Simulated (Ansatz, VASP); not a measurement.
## P: VASP beside Ansatz

```xyz
1
Lattice="4.3152 0.0000 0.0000 0.0000 4.3152 0.0000 0.0000 0.0000 4.4213" Properties=species:S:1:pos:R:3 pbc="T T T"
P     0.0000    0.0000    0.0000
```

Change from the starting cell: volume scaled by 1.03.

Alike in both runs: task single point; functional PBE; k mesh 8 × 8 × 8; occupations fermi-dirac, width 0.03 eV; no spin polarisation.

|  | VASP | Ansatz |
| --- | --- | --- |
| version | VASP 6.6.1 | Ansatz 0.2.0 |
| potentials or method | VASP PAW PBE potentials, release 64 (P), cutoff 520 eV | all-electron LAPW, scalar-relativistic |

|  | VASP | Ansatz | Ansatz less VASP |
| --- | --- | --- | --- |
| pressure (GPa) | -3.4 | -3.4 | 0.00 |
| traceless stress, the component that is largest in VASP (GPa) | 0.23 | 0.23 | 0.000 |

Ansatz ran all-electron here, and VASP with PAW potentials.
